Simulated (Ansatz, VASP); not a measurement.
## Two plane-wave programs on TaN

INCAR

```
  PREC = Accurate
  ENCUT = 520
  EDIFF = 1E-7
  ISMEAR = 0
  SIGMA = 0.15
  LREAL = False
  LASPH = True
  NELM = 60
  ALGO = Normal
  ISIF = 2
  LWAVE = False
  LCHARG = True
  GGA = PE
  LELF = True
  LVHAR = True
  NBANDS = 15
```

The input KPOINTS:

```
Automatic mesh
0
Gamma
  18 18 18
```

POSCAR

```
TaN
1.0
    0.0000000000      2.1245250000      2.2334750000
    2.1245250000      0.0000000000      2.2334750000
    2.1245250000      2.1245250000      0.0000000000
Ta N
1 1
Direct
    0.5000000000      0.5000000000      0.5000000000
    0.0000000000      0.0000000000      0.0000000000
```

Input for Ansatz:

```yaml
crystal:
  lattice:
    - [0.0, 2.124525, 2.233475]
    - [2.124525, 0.0, 2.233475]
    - [2.124525, 2.124525, 0.0]
  atoms:
    - { symbol: Ta, position: [0.5, 0.5, 0.5] }
    - { symbol: "N", position: [0.0, 0.0, 0.0] }
basis:
  ecutwfc: 420
kpoints:
  mp_grid: { grid: [18, 18, 18] }
hamiltonian:
  xc: pbe
scf:
  occupations: { method: gaussian, width: 0.15 }
output:
  forces: true
  stress: true
  eigenvalues: true
```

Change from the starting cell: strain -0.025 along x and y, +0.025 along z, atoms carried along.

Alike in both runs: task single point; functional PBE; k mesh 18 × 18 × 18; occupations gaussian, width 0.15 eV; no spin polarisation.

|  | VASP | Ansatz |
| --- | --- | --- |
| version | VASP 6.6.1 | Ansatz 0.2.0 |
| potentials or method | VASP PAW PBE potentials, release 64 (Ta_pv, N), cutoff 520 eV | scalar-relativistic, plane waves, PAW |
| valence electrons in the cell | 16 | 18 |

VASP gave:

```
gap on the k mesh at the Fermi level (eV)                     : none
pressure (GPa)                                                : 28.9
traceless stress, the component that is largest in VASP (GPa) : -22.64
```

Q: Estimate Ansatz's values.

A: gap on the k mesh at the Fermi level (eV): none; pressure (GPa): 27.8; traceless stress, the component that is largest in VASP (GPa): -22.46.

A gap of «none» marks a metal or a gap that the smearing closes. VASP's potentials hold 16 valence electrons a cell and Ansatz's 18, so a difference there can come from the potentials and not from the codes.

Neither program's run includes spin-orbit coupling.
